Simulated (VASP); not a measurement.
Set up this calculation in VASP 6.6.1, as the native input.

* Task: single point
* Functional: LDA
* Potentials or basis: VASP PAW LDA potentials, release 64 (Li_sv)
* Cutoff: 520 eV
* k mesh: 14 × 14 × 8
* Occupations: fermi-dirac, width 0.05 eV
* Spin: no spin polarisation
* Dipole correction: no
* Further INCAR settings: ALGO = Normal; EDIFF = 1e-06; NBANDS = 10

The structure of Li lies in POSCAR:

```
Li
1.0
    2.5258014293      0.0000000000      0.0000000000
   -1.2629007147      2.1874082027      0.0000000000
    0.0000000000      0.0000000000      4.1188928680
Li
2
Direct
    0.3333333333      0.6666666667      0.2500000000
    0.6666666667      0.3333333333      0.7500000000
```

This cell differs from its parent crystal: volume scaled by 0.6.

The input as run:

INCAR

```
PREC = Accurate
ENCUT = 520
EDIFF = 1E-6
ISMEAR = -1
SIGMA = 0.05
LREAL = False
LASPH = True
NELM = 100
ALGO = Normal
ISIF = 2
LWAVE = False
LCHARG = False
NBANDS = 10
```

KPOINTS

```
Automatic mesh
0
Gamma
  14 14 8
```

Potentials or basis: VASP PAW LDA potentials, release 64 (Li_sv).

Command:

```sh
$ cat potpaw_LDA.64/Li_sv/POTCAR > POTCAR
$ mpirun -np 1 vasp_std > vasp.out
```

Results of the run:

```
Band gap on the k mesh : zero (band 3 reaches 5.18 eV, above the bottom of band 4 at -0.06 eV)
```

Wall time 12 s on 1 thread of Intel Xeon 6975P-C, on a shared host, peak memory 0.13 GiB.
